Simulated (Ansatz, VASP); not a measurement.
# PbSe in VASP and in Ansatz

The input INCAR:

```
PREC = Accurate
ENCUT = 520
EDIFF = 1E-8
ISMEAR = -1
SIGMA = 0.02
LREAL = F
LASPH = T
NELM = 100
ALGO = Normal
ISIF = 2
LWAVE = F
LCHARG = F
GGA = PS
LEFG = T
NBANDS = 17
```

The input KPOINTS:

```
Automatic mesh
0
Gamma
  7 7 7
```

POSCAR

```
PbSe
1.0
    0.0612430000      3.0927715000      3.0927715000
    3.0927715000      0.0612430000      3.0927715000
    3.0927715000      3.0927715000      0.0612430000
Pb Se
1 1
Direct
    0.0000000000      0.0000000000      0.0000000000
    0.5000000000      0.5000000000      0.5000000000
```

Input for Ansatz:

```yaml
crystal:
  lattice:
    - [0.061243, 3.0927715, 3.0927715]
    - [3.0927715, 0.061243, 3.0927715]
    - [3.0927715, 3.0927715, 0.061243]
  atoms:
    - { symbol: Pb, position: [0.0, 0.0, 0.0] }
    - { symbol: Se, position: [0.5, 0.5, 0.5] }
kpoints:
  mp_grid: { grid: [7, 7, 7] }
scf:
  occupations: { method: fermi_dirac, width: 0.02 }
hamiltonian:
  xc: pbesol
  pseudopotentials: { kind: all_electron, datasets: crystal }
output:
  forces: true
  stress: true
  eigenvalues: true
  efg: { contact_densities: true }
```

Change from the starting cell: equal xy, yz and zx shear strains of +2 %, crystal datasets.

Alike in both runs: task electric field gradients; functional PBEsol; k mesh 7 × 7 × 7; occupations fermi-dirac, width 0.02 eV; no spin polarisation.

|  | VASP | Ansatz |
| --- | --- | --- |
| version | VASP 6.6.1 | Ansatz 0.2.0 |
| potentials or method | VASP PAW PBE potentials, release 64 (Pb_d, Se), cutoff 520 eV | all-electron PAW with datasets made for the crystal, scalar-relativistic |

VASP gave:

- pressure (GPa): -0.6
- traceless stress, the component that is largest in VASP (GPa): -0.36
- size of Vzz on the site where it differs most (V/Å²): 3.5

Q: Estimate Ansatz's values.

A: Pressure (GPa): -0.6; traceless stress, the component that is largest in VASP (GPa): -0.36; size of Vzz on the site where it differs most (V/Å²): 6.9.

VASP's potentials were made for PBE, not for PBEsol. Ansatz ran all-electron here, and VASP with PAW potentials.

Spin-orbit coupling is off throughout.
